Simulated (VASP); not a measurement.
# GeSb4Te4 (P-3m1) in VASP: a series of runs

Runs on GeSb4Te4. Level: PBEsol. Tasks: single point.

All numbers are computed with VASP 6.6.1; they aren't measurements. Logs are shortened: lines on timing, memory, paths and dates and some standing lists are left out, and cuts for length are marked.

## Step 1: The cell of the first run

It takes space group P-3m1 (No. 164, trigonal). The conventional cell has a = 4.228 Å, b = 4.228 Å, c = 16.797 Å, α = 90.00°, β = 90.00°, γ = 120.00°. Within 3.9 Å of Ge (site symmetry -3m) lie 6 Te at 2.94 Å. Sb (site symmetry 3m) has 3 Sb at 2.90 Å and 3 Te at 3.36 Å within 3.8 Å. Sb (site symmetry 3m) has 6 Te at 2.99 to 3.13 Å within 3.9 Å. Within 3.9 Å of Te (site symmetry 3m) lie 3 Ge at 2.94 Å and 3 Sb at 3.13 Å. Within 3.9 Å of Te (site symmetry 3m) lie 6 Sb at 2.99 to 3.36 Å.

## Step 2: Single point, PBEsol (volume scaled by 0.97, then relaxed in part)

INCAR

```
SYSTEM = GeSb4Te4
ALGO     = Normal         ! electronic algorithm
EDIFF    = 1E-6           ! SCF threshold, eV
ENCUT    = 520            ! plane-wave cutoff, eV
GGA      = PS             ! functional
ISIF     = 2              ! what is computed and relaxed
ISMEAR   = 0              ! smearing method
LASPH    = .True.         ! aspherical terms in the spheres
LCHARG   = .False.        ! write CHGCAR
LREAL    = .False.        ! projectors in reciprocal space
LWAVE    = .False.        ! write WAVECAR
NBANDS   = 39             ! bands
NELM     = 80             ! most SCF steps
PREC     = Accurate       ! precision mode
SIGMA    = 0.1            ! smearing width, eV
```

KPOINTS

```
k-points
0
Gamma
  12 12 2
  0 0 0
```

POSCAR

```
GeSb4Te4
1.0
    4.2282864123      0.0000000000      0.0000000000
   -2.1141432061      3.6618034475      0.0000000000
    0.0000000000      0.0000000000     16.7968970728
Ge Sb Te
1 4 4
Direct
    0.0000000000      0.0000000000      0.0000000000
    0.3333333333      0.6666666667      0.5466162127
    0.6666666667      0.3333333333      0.4533837873
    0.6666666667      0.3333333333      0.7864338563
    0.3333333333      0.6666666667      0.2135661437
    0.3333333333      0.6666666667      0.9029685841
    0.6666666667      0.3333333333      0.0970314159
    0.0000000000      0.0000000000      0.6841196715
    0.0000000000      0.0000000000      0.3158803285
```

Potentials or basis: VASP PAW PBE potentials, release 64 (Ge_d, Sb, Te).

Run with:

```
cat potpaw_PBE.64/Ge_d/POTCAR potpaw_PBE.64/Sb/POTCAR potpaw_PBE.64/Te/POTCAR > POTCAR
mpirun -np 1 vasp_std > vasp.out
```

OUTCAR:

```text
SYSTEM = GeSb4Te4
   EDIFF = 1E-6
   ENCUT = 520
   GGA = PS
   ISIF = 2
   ISMEAR = 0
   LASPH = .True.
   LREAL = .False.
   NELM = 80
   PREC = Accurate

 ion  position               nearest neighbor table
   1  0.000  0.000  0.000-   6 2.94   7 2.94   6 2.94   7 2.94   7 2.94   6 2.94
   2  0.333  0.667  0.547-   3 2.90   3 2.90   3 2.90   8 3.36   8 3.36   8 3.36
   3  0.667  0.333  0.453-   2 2.90   2 2.90   2 2.90   9 3.36   9 3.36   9 3.36
   4  0.667  0.333  0.786-   8 2.99   8 2.99   8 2.99   6 3.13   6 3.13   6 3.13
   5  0.333  0.667  0.214-   9 2.99   9 2.99   9 2.99   7 3.13   7 3.13   7 3.13
   6  0.333  0.667  0.903-   1 2.94   1 2.94   1 2.94   4 3.13   4 3.13   4 3.13
   7  0.667  0.333  0.097-   1 2.94   1 2.94   1 2.94   5 3.13   5 3.13   5 3.13
   8  0.000  0.000  0.684-   4 2.99   4 2.99   4 2.99   2 3.36   2 3.36   2 3.36
   9  0.000  0.000  0.316-   5 2.99   5 2.99   5 2.99   3 3.36   3 3.36   3 3.36

  LATTYP: Found a hexagonal cell.
 ALAT       =     4.2282864123
 C/A-ratio  =     3.9725069295

  Lattice vectors:

 A1 = (   4.2282864123,   0.0000000000,   0.0000000000)
 A2 = (  -2.1141432061,   3.6618034475,   0.0000000000)
 A3 = (   0.0000000000,   0.0000000000,  16.7968970728)

Analysis of symmetry for initial positions (statically):
=====================================================================
 Subroutine PRICEL returns:
 Original cell was already a primitive cell.

 Routine SETGRP: Setting up the symmetry group for a
 hexagonal supercell.

 Subroutine GETGRP returns: Found 12 space group operations
 (whereof 12 operations were pure point group operations)
 out of a pool of 24 trial point group operations.

The static configuration has the point symmetry D_3d.

Analysis of symmetry for dynamics (positions and initial velocities):
=====================================================================
 Subroutine PRICEL returns:
 Original cell was already a primitive cell.

 Routine SETGRP: Setting up the symmetry group for a
 hexagonal supercell.

 Subroutine GETGRP returns: Found 12 space group operations
 (whereof 12 operations were pure point group operations)
 out of a pool of 24 trial point group operations.

The dynamic configuration has the point symmetry D_3d.

 Subroutine INISYM returns: Found 12 space group operations
 (whereof 12 operations are pure point group operations),
 and found     1 'primitive' translations

[... 111 lines left out ...]
   NSW    =      0    number of steps for IOM
   IBRION =     -1    ionic relax: 0-MD 1-quasi-New 2-CG
   NFREE  =      0    steps in history (QN), initial steepest desc. (CG)
   ISIF   =      2    stress and relaxation
   ISYM   =      2    0-nonsym 1-usesym 2-fastsym
   POTIM  = 0.5000    time-step for ionic-motion
   TEBEG  =    0.0;   TEEND  =   0.0 temperature during run
   PSTRESS=    0.0 pullay stress
   NELECT =      58.0000    total number of electrons
   NUPDOWN=      -1.0000    fix difference up-down
   EMIN   =  10.00;   EMAX   =-10.00  energy-range for DOS
   EFERMI =   0.00;   METHOD = LEGACY
   ISMEAR =     0;   SIGMA  =   0.10  broadening in eV -4-tet -1-fermi 0-gaus
   EFERMI_NEDOS =   21; number of points for ismear=-14 and -15
   IALGO  =     38    algorithm
   IMIX   =      4    mixing-type and parameters
     AMIX     =   0.40;   BMIX     =  1.00
     AMIX_MAG =   1.60;   BMIX_MAG =  1.00
  volume/ion in A,a.u.               =      28.90       195.00
  Fermi-wavevector in a.u.,A,eV,Ry     =   0.992784  1.876089 13.410169  0.985620
  Thomas-Fermi vector in A             =   2.124620
   LORBIT       =      0    0 simple, 1 ext, 2 COOP (PROOUT), +10 PAW based schemes
   GGA     = PS    functional components
   LHFCALC =     F    Hartree Fock is set to
   AEXX    =    0.0000 exact exchange contribution
   IVDW    =     0    specifies the selected vdW correction
   LEPSILON=     F    determine dielectric tensor
   LRPA    =     F    only Hartree local field effects (RPA)
 non-spin polarized calculation
 Gauss-broadening in eV      SIGMA  =   0.10
  energy-cutoff  :      520.00
  volume of cell :      260.07
 maximum number of plane-waves:      7038
 NGX is ok and might be reduce to    32
   NGX = 15   NGY = 15   NGZ = 63

 number of electron      57.9999998 magnetization

 Free energy of the ion-electron system (eV)
  ---------------------------------------------------
  ext. energy  EPLUGINS =         0.00000000
  ---------------------------------------------------
  free energy    TOTEN  =       -37.99602773 eV

  energy without entropy =      -37.99114479  energy(sigma->0) =      -37.99358626

 E-fermi :   7.3211     XC(G=0):  -9.8468

 val. band max:        7.3153516469   @ k =   0.0000   0.0000   0.0000
 cond. band min:       7.3380436561   @ k =   0.1667   0.0000   0.0000
 fundamental gap:      0.0226920091
 Fermi energy:         7.3211097793

 k-point     1 :       0.0000    0.0000    0.0000
  band No.  band energies     occupation
      1     -17.6708      2.00000
      2     -17.6708      2.00000
      3     -17.6635      2.00000
      4     -17.6615      2.00000
      5     -17.6615      2.00000
      6      -6.4346      2.00000
[... 997 lines left out ...]
     38      10.3155      0.00000
     39      10.4173      0.00000

 [... further k-points ...]
[... 5 lines left out ...]
  --------------------------------------------------------------------------------------
  -------------------------------------------------------------------------------------
  Total        2.6600783      2.6600783      2.5110797      0.0000000     -0.0000000     -0.0000000
  in kB       16.3876439     16.3876439     15.4697252      0.0000000     -0.0000000     -0.0000000
  external PRESSURE =      16.0816710 kB  Pullay stress =       0.0000000 kB

 VOLUME and BASIS-vectors are now :
 -----------------------------------------------------------------------------
  energy-cutoff  :      520.00
  volume of cell :      260.07
      direct lattice vectors                 reciprocal lattice vectors
     4.228286412  0.000000000  0.000000000     0.236502427  0.136544740  0.000000000
    -2.114143206  3.661803448  0.000000000     0.000000000  0.273089480  0.000000000
     0.000000000  0.000000000 16.796897073     0.000000000  0.000000000  0.059534805

 POSITION                                       TOTAL-FORCE (eV/Angst)
 -----------------------------------------------------------------------------------
      0.00000      0.00000      0.00000         0.000000      0.000000      0.000000
     -0.00000      2.44120      9.18146         0.000000     -0.000000      0.077404
      2.11414      1.22060      7.61544         0.000000      0.000000     -0.077404
      2.11414      1.22060     13.20965        -0.000000      0.000000      0.020925
     -0.00000      2.44120      3.58725         0.000000      0.000000     -0.020925
     -0.00000      2.44120     15.16707         0.000000     -0.000000     -0.008450
      2.11414      1.22060      1.62983        -0.000000      0.000000      0.008450
      0.00000      0.00000     11.49109         0.000000     -0.000000     -0.031633
      0.00000      0.00000      5.30581        -0.000000      0.000000      0.031633
 -----------------------------------------------------------------------------------
    total drift:                                0.000000     -0.000000      0.000000

  FREE ENERGIE OF THE ION-ELECTRON SYSTEM (eV)
  ---------------------------------------------------
  free  energy   TOTEN  =       -37.9960277268 eV

  energy  without entropy=      -37.9911447886  energy(sigma->0) =      -37.99358626
```

stdout:

```text
POSCAR found type information on POSCAR GeSbTe
 POSCAR found :  3 types and       9 ions
 scaLAPACK will be used
 -----------------------------------------------------------------------------
|                                                                             |
|                                                                             |
|     You enforced a specific xc type in the INCAR file but a different       |
|     I HOPE YOU KNOW WHAT YOU ARE DOING!                                     |
|                                                                             |
 -----------------------------------------------------------------------------

 LDA part: xc-table for (Slater+PW92), standard interpolation
 POSCAR, INCAR and KPOINTS ok, starting setup
 FFT: planning ... GRIDC
 FFT: planning ... GRID_SOFT
 FFT: planning ... GRID
 WAVECAR not read
 entering main loop
```

Wall time 7.3 min (1 thread of Intel Xeon 6975P-C, shared host); peak memory 0.58 GiB.

Results:

```
Free energy            : -37.9960 eV
Pressure               : 1.6 GPa
Largest force          : 0.077 eV/Å
Band gap on the k mesh : zero (band 29 reaches 7.34 eV, above the bottom of band 30 at 7.27 eV)
```

Forces in eV/Å, atoms in the order of the input:
```
Ge   0.000  0.000  0.000
Sb   0.000  0.000  0.077
Sb   0.000  0.000 -0.077
Sb   0.000  0.000  0.021
Sb   0.000  0.000 -0.021
Te   0.000  0.000 -0.008
Te   0.000  0.000  0.008
Te   0.000  0.000 -0.032
Te   0.000  0.000  0.032
```

Stress tensor (GPa, compression positive):
```
1.64 0.00 0.00
0.00 1.64 0.00
0.00 0.00 1.55
```

Caveat: the cell differs from its parent crystal (volume scaled by 0.97, then relaxed in part); the PAW data sets were made with another functional, which shifts forces and pressure a little; spin-orbit coupling is left out, which moves the levels of the heavy elements.

## Step 3: Single point, PBEsol

This run uses another cell than the first one, of 29.79 Å³/atom, 1.031 times its volume.

INCAR

```
SYSTEM = GeSb4Te4
PREC = Accurate
ENCUT = 520
EDIFF = 1E-6
ISMEAR = 0
SIGMA = 0.1
LREAL = .FALSE.
LASPH = .TRUE.
NELM = 80
ALGO = Normal
ISIF = 2
LWAVE = .FALSE.
LCHARG = .FALSE.
GGA = PS
NBANDS = 39
```

KPOINTS

```
Automatic mesh
0
G
  12 12 2
  0 0 0
```

POSCAR

```
GeSb4Te4
1.0
    4.2666099332      0.0000000000      0.0000000000
   -2.1333049666      3.6949925902      0.0000000000
    0.0000000000      0.0000000000     17.0067073896
Ge Sb Te
1 4 4
Direct
    0.0000000000      0.0000000000      0.0000000000
    0.3333333333      0.6666666667      0.5458633019
    0.6666666667      0.3333333333      0.4541366981
    0.6666666667      0.3333333333      0.7873570268
    0.3333333333      0.6666666667      0.2126429732
    0.3333333333      0.6666666667      0.9032211242
    0.6666666667      0.3333333333      0.0967788758
    0.0000000000      0.0000000000      0.6867444213
    0.0000000000      0.0000000000      0.3132555787
```

Potentials or basis: VASP PAW PBE potentials, release 64 (Ge_d, Sb, Te).

Run with:

```
cat potpaw_PBE.64/Ge_d/POTCAR potpaw_PBE.64/Sb/POTCAR potpaw_PBE.64/Te/POTCAR > POTCAR
mpirun -np 1 vasp_std > vasp.out
```

It took 7.6 min on 1 thread of Intel Xeon Platinum 8259CL at 2.50GHz (Skylake/Cascade Lake), shared host; peak memory 0.58 GiB.

Results (log left out):

```yaml
Free_energy: -38.0333 eV
Pressure: 0.1 GPa
Largest_force: 0.064 eV/Å
```

Forces in eV/Å, atoms in the order of the input:
```
Ge   0.000  0.000  0.000
Sb   0.000  0.000  0.064
Sb   0.000  0.000 -0.064
Sb   0.000  0.000  0.025
Sb   0.000  0.000 -0.025
Te   0.000  0.000 -0.004
Te   0.000  0.000  0.004
Te   0.000  0.000 -0.036
Te   0.000  0.000  0.036
```

Levels at points of the mesh, in eV from the Fermi level:
| k point | band 25 | band 26 | band 27 | band 28 | band 29 | band 30 | band 31 | band 32 | band 33 | band 34 |
| --- | --- | --- | --- | --- | --- | --- | --- | --- | --- | --- |
| (0.00, 0.00, 0.00) | -1.26 | -1.18 | -1.18 | -1.11 | -0.04 | 0.00 | 0.00 | 0.43 | 0.78 | 0.78 |
| (0.50, 0.00, 0.00) | -2.23 | -1.92 | -1.85 | -1.22 | -0.97 | 0.22 | 0.79 | 0.99 | 1.08 | 1.25 |
| (0.00, 0.00, 0.50) | -1.56 | -1.22 | -1.22 | -0.97 | -0.13 | 0.17 | 0.17 | 0.49 | 0.49 | 0.62 |
| (0.50, 0.00, 0.50) | -2.60 | -2.34 | -2.01 | -1.54 | -0.42 | 0.06 | 0.36 | 1.39 | 1.57 | 1.59 |

Caveat: the PAW data sets were made with another functional, which shifts forces and pressure a little; spin-orbit coupling is left out, which moves the levels of the heavy elements.
